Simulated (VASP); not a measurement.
# Ba5Y3 (C2/m) in VASP: single point with PBE

Aim: the single point of Ba5Y3 with PBE.

Everything below comes from runs of VASP 6.6.1. Logs are shortened: lines on timing, memory, paths and dates and some standing lists are left out, and cuts for length are marked.

## 1. The cell of the first run

Symmetry: C2/m, No. 12, monoclinic system. The conventional cell has a = 13.772 Å, b = 8.118 Å, c = 6.923 Å, α = 90.00°, β = 107.98°, γ = 90.00°. Within 5.1 Å of Ba (site symmetry 2) lie 8 Ba at 3.90 to 4.21 Å and 4 Y at 3.97 to 4.06 Å. Ba (site symmetry m) has 7 Ba at 3.91 to 4.17 Å and 5 Y at 3.95 to 4.07 Å within 5.1 Å. Ba (site symmetry 2/m) has 6 Y at 4.00 to 4.06 Å and 6 Ba at 4.05 to 4.17 Å within 5.2 Å. Y (site symmetry 2/m) has 8 Ba at 3.95 to 4.06 Å and 4 Y at 4.00 Å within 5.2 Å. Within 5.2 Å of Y (site symmetry -1) lie 8 Ba at 3.95 to 4.07 Å and 4 Y at 4.00 to 4.06 Å.

## 2. Single point, PBE

Contents of INCAR:

```
ALGO = Fast
EDIFF = 1E-6
ENCUT = 520
GGA = PE
ISIF = 2
ISMEAR = 0
LASPH = T
LCHARG = F
LREAL = F
LWAVE = F
NBANDS = 52
NELM = 60
PREC = Accurate
SIGMA = 0.1
```

Contents of KPOINTS:

```
k-points
0
Gamma
  4 4 4
```

Contents of POSCAR:

```
Ba5Y3
1.0
    6.8861260084     -4.0587785361      0.0000000000
    6.8861260084      4.0587785361      0.0000000000
   -2.1372357056      0.0000000000      6.5848495596
Ba Y
5 3
Direct
    0.2404691986      0.7595308014      0.0000000000
    0.7566367045      0.7566367045      0.0139195745
    0.2433632955      0.2433632955      0.9860804255
    0.7595308014      0.2404691986      0.0000000000
    0.5000000000      0.5000000000      0.5000000000
    0.0000000000      0.0000000000      0.5000000000
    0.5000000000      0.0000000000      0.5000000000
    0.0000000000      0.5000000000      0.5000000000
```

Potentials or basis: VASP PAW PBE potentials, release 64 (Ba_sv, Y_sv).

The run is started by

```console
$ cat potpaw_PBE.64/Ba_sv/POTCAR potpaw_PBE.64/Y_sv/POTCAR > POTCAR
$ mpirun -np 1 vasp_std > vasp.out
```

OUTCAR:

```text
EDIFF = 1E-6
   ENCUT = 520
   GGA = PE
   ISIF = 2
   ISMEAR = 0
   LASPH = T
   LREAL = F
   NELM = 60
   PREC = Accurate

 ion  position               nearest neighbor table
   1  0.240  0.760  0.000-   4 3.90   3 3.91   2 3.91   6 3.97   6 3.97   5 4.05   5 4.05   7 4.06
                             8 4.06   2 4.09   3 4.09   4 4.21
   2  0.757  0.757  0.014-   1 3.91   4 3.91   6 3.95   7 3.95   8 3.95   3 4.06   3 4.06   7 4.07
                             8 4.07   1 4.09   4 4.09   5 4.17
   3  0.243  0.243  0.986-   1 3.91   4 3.91   6 3.95   7 3.95   8 3.95   2 4.06   2 4.06   8 4.07
                             7 4.07   4 4.09   1 4.09   5 4.17
   4  0.760  0.240  0.000-   1 3.90   3 3.91   2 3.91   6 3.97   6 3.97   5 4.05   5 4.05   8 4.06
                             7 4.06   2 4.09   3 4.09   1 4.21
   5  0.500  0.500  0.500-   7 4.00   8 4.00   7 4.00   8 4.00   1 4.05   4 4.05   1 4.05   4 4.05
                             6 4.06   6 4.06   2 4.17   3 4.17
   6  0.000  0.000  0.500-   3 3.95   2 3.95   1 3.97   4 3.97   1 3.97   4 3.97   7 4.00   8 4.00
                             8 4.00   7 4.00   5 4.06   5 4.06
   7  0.500  0.000  0.500-   2 3.95   3 3.95   5 4.00   6 4.00   5 4.00   6 4.00   8 4.06   8 4.06
                             4 4.06   1 4.06   3 4.07   2 4.07
   8  0.000  0.500  0.500-   2 3.95   3 3.95   5 4.00   6 4.00   6 4.00   5 4.00   7 4.06   7 4.06
                             1 4.06   4 4.06   3 4.07   2 4.07

  LATTYP: Found a base centered monoclinic cell.
 ALAT       =    13.7722520168
 B/A-ratio  =     0.5894139217
 C/A-ratio  =     0.5026778901
 COS(beta)  =    -0.3087149606

  Lattice vectors:

 A1 = (   6.8861260084,  -4.0587785361,   0.0000000000)
 A2 = (   6.8861260084,   4.0587785361,   0.0000000000)
 A3 = (  -2.1372357056,   0.0000000000,   6.5848495596)

Analysis of symmetry for initial positions (statically):
=====================================================================
 Subroutine PRICEL returns:
 Original cell was already a primitive cell.

 Routine SETGRP: Setting up the symmetry group for a
 base centered monoclinic supercell.

 Subroutine GETGRP returns: Found  4 space group operations
 (whereof  4 operations were pure point group operations)
 out of a pool of  4 trial point group operations.

The static configuration has the point symmetry C_2h.

Analysis of symmetry for dynamics (positions and initial velocities):
=====================================================================
 Subroutine PRICEL returns:
 Original cell was already a primitive cell.

 Routine SETGRP: Setting up the symmetry group for a
 base centered monoclinic supercell.

[... 123 lines left out ...]
   POTIM  = 0.5000    time-step for ionic-motion
   TEBEG  =    0.0;   TEEND  =   0.0 temperature during run
   PSTRESS=    0.0 pullay stress
   NELECT =      83.0000    total number of electrons
   NUPDOWN=      -1.0000    fix difference up-down
   EMIN   =  10.00;   EMAX   =-10.00  energy-range for DOS
   EFERMI =   0.00;   METHOD = LEGACY
   ISMEAR =     0;   SIGMA  =   0.10  broadening in eV -4-tet -1-fermi 0-gaus
   EFERMI_NEDOS =   21; number of points for ismear=-14 and -15
   IALGO  =     68    algorithm
   IMIX   =      4    mixing-type and parameters
     AMIX     =   0.40;   BMIX     =  1.00
     AMIX_MAG =   1.60;   BMIX_MAG =  1.00
  volume/ion in A,a.u.               =      46.01       310.49
  Fermi-wavevector in a.u.,A,eV,Ry     =   0.996442  1.883003 13.509186  0.992897
  Thomas-Fermi vector in A             =   2.128531
   LORBIT       =      0    0 simple, 1 ext, 2 COOP (PROOUT), +10 PAW based schemes
   GGA     = PE    functional components
   LHFCALC =     F    Hartree Fock is set to
   AEXX    =    0.0000 exact exchange contribution
   IVDW    =     0    specifies the selected vdW correction
   LEPSILON=     F    determine dielectric tensor
   LRPA    =     F    only Hartree local field effects (RPA)
 non-spin polarized calculation
 RMM-DIIS sequential band-by-band and
 Gauss-broadening in eV      SIGMA  =   0.10
  energy-cutoff  :      520.00
  volume of cell :      368.08
 maximum number of plane-waves:      9938
   NGX = 29   NGY = 29   NGZ = 25

 number of electron      83.0000000 magnetization

 Free energy of the ion-electron system (eV)
  ---------------------------------------------------
  ext. energy  EPLUGINS =         0.00000000
  ---------------------------------------------------
  free energy    TOTEN  =       -26.66113254 eV

  energy without entropy =      -26.58080909  energy(sigma->0) =      -26.62097081

 E-fermi :   2.3724     XC(G=0):  -8.3756

 val. band max:        2.3690815932   @ k =   0.5000   0.0000   0.5000
 cond. band min:       2.3730981745   @ k =   0.2500   0.0000   0.5000
 fundamental gap:      0.0040165813
 Fermi energy:         2.3724410570

 k-point     1 :       0.0000    0.0000    0.0000
  band No.  band energies     occupation
      1     -41.2563      2.00000
      2     -41.2524      2.00000
      3     -41.1189      2.00000
      4     -25.9469      2.00000
      5     -25.8610      2.00000
      6     -25.8104      2.00000
[... 1309 lines left out ...]
     51       3.3540      0.00000
     52       3.6128      0.00000

------------------------ aborting loop because EDIFF is reached ----------------------------------------

  FORCE on cell =-STRESS in cart. coord.  units (eV):
  Direction    XX          YY          ZZ          XY          YZ          ZX
  --------------------------------------------------------------------------------------
  -------------------------------------------------------------------------------------
  Total        0.3944494      0.1105170      0.4864107      0.0000000      0.0000000     -0.1811409
  in kB        1.7169423      0.4810538      2.1172275      0.0000000      0.0000000     -0.7884622
  external PRESSURE =       1.4384079 kB  Pullay stress =       0.0000000 kB

 VOLUME and BASIS-vectors are now :
 -----------------------------------------------------------------------------
  energy-cutoff  :      520.00
  volume of cell :      368.08
      direct lattice vectors                 reciprocal lattice vectors
     6.886126008 -4.058778536  0.000000000     0.072609766 -0.123189771  0.023566854
     6.886126008  4.058778536  0.000000000     0.072609766  0.123189771  0.023566854
    -2.137235706  0.000000000  6.584849560     0.000000000  0.000000000  0.151863758

 POSITION                                       TOTAL-FORCE (eV/Angst)
 -----------------------------------------------------------------------------------
      6.88613      2.10676      0.00000        -0.000000     -0.051987      0.000000
     10.39084      0.00000      0.09166        -0.080334      0.000000      0.012537
      1.24417      0.00000      6.49319         0.080334      0.000000     -0.012537
      6.88613     -2.10676      0.00000        -0.000000      0.051987     -0.000000
      5.81751      0.00000      3.29242        -0.000000      0.000000      0.000000
     -1.06862      0.00000      3.29242        -0.000000      0.000000      0.000000
      2.37445     -2.02939      3.29242        -0.000000      0.000000      0.000000
      2.37445      2.02939      3.29242        -0.000000      0.000000      0.000000
 -----------------------------------------------------------------------------------
    total drift:                                0.000000     -0.000000     -0.000000

  FREE ENERGIE OF THE ION-ELECTRON SYSTEM (eV)
  ---------------------------------------------------
  free  energy   TOTEN  =       -26.6611325395 eV

  energy  without entropy=      -26.5808090900  energy(sigma->0) =      -26.62097081
```

OSZICAR:

```text
N       E                     dE             d eps       ncg     rms          rms(c)
DAV:   1     0.627634201342E+03    0.62763E+03   -0.36630E+04  2496   0.139E+03
DAV:   2     0.325586341188E+02   -0.59508E+03   -0.58021E+03  3064   0.326E+02
DAV:   3    -0.245939999545E+02   -0.57153E+02   -0.55515E+02  3648   0.803E+01
[... 50 lines left out ...]
RMM:  54    -0.266611274352E+02    0.72545E-06   -0.23474E-05  2495   0.724E-03    0.848E-03
RMM:  55    -0.266611289492E+02   -0.15140E-05   -0.18976E-05  2168   0.519E-03    0.786E-03
RMM:  56    -0.266611312872E+02   -0.23380E-05   -0.11384E-05  1918   0.438E-03    0.958E-03
RMM:  57    -0.266611324524E+02   -0.11652E-05   -0.11778E-05  1595   0.367E-03    0.979E-03
RMM:  58    -0.266611325395E+02   -0.87153E-07   -0.75302E-06  1554   0.334E-03
   1 F= -.26661133E+02 E0= -.26620971E+02  d E =-.803234E-01
```

stdout:

```text
POSCAR found type information on POSCAR BaY
 POSCAR found :  2 types and       8 ions
 scaLAPACK will be used
 LDA part: xc-table for (Slater+PW92), standard interpolation
 POSCAR, INCAR and KPOINTS ok, starting setup
 FFT: planning ... GRIDC
 FFT: planning ... GRID_SOFT
 FFT: planning ... GRID
 WAVECAR not read
 entering main loop
WARNING in EDDRMM: call to ZHEGV failed, returncode =   6  3     41
WARNING in EDDRMM: call to ZHEGV failed, returncode =   8  4     36
WARNING in EDDRMM: call to ZHEGV failed, returncode =   6  3     37
WARNING in EDDRMM: call to ZHEGV failed, returncode =   8  4     47
WARNING in EDDRMM: call to ZHEGV failed, returncode =   8  4     33
WARNING in EDDRMM: call to ZHEGV failed, returncode =   6  3     43
WARNING in EDDRMM: call to ZHEGV failed, returncode =   8  4     35
WARNING in EDDRMM: call to ZHEGV failed, returncode =   6  3     42
WARNING in EDDRMM: call to ZHEGV failed, returncode =   8  4     36
WARNING in EDDRMM: call to ZHEGV failed, returncode =   8  4     38
WARNING in EDDRMM: call to ZHEGV failed, returncode =   8  4     44
```

It took 32 min on 1 thread of Intel Xeon 6975P-C (Granite Rapids), shared host; peak memory 0.68 GiB.

What came out:

```
Free energy            : -26.6611 eV
Pressure               : 0.1 GPa
Largest force          : 0.081 eV/Å
Band gap on the k mesh : zero (an odd number of electrons rules out a gap without spin polarisation)
```

Forces on the atoms (eV/Å):
```
Ba   0.000 -0.052  0.000
Ba  -0.080  0.000  0.013
Ba   0.080  0.000 -0.013
Ba   0.000  0.052  0.000
Ba   0.000  0.000  0.000
Y    0.000  0.000  0.000
Y    0.000  0.000  0.000
Y    0.000  0.000  0.000
```

Stress tensor (GPa, compression positive):
```
 0.17  0.00 -0.08
 0.00  0.05  0.00
-0.08  0.00  0.21
```

Caveat: spin-orbit coupling is left out, which moves the levels of the heavy elements.
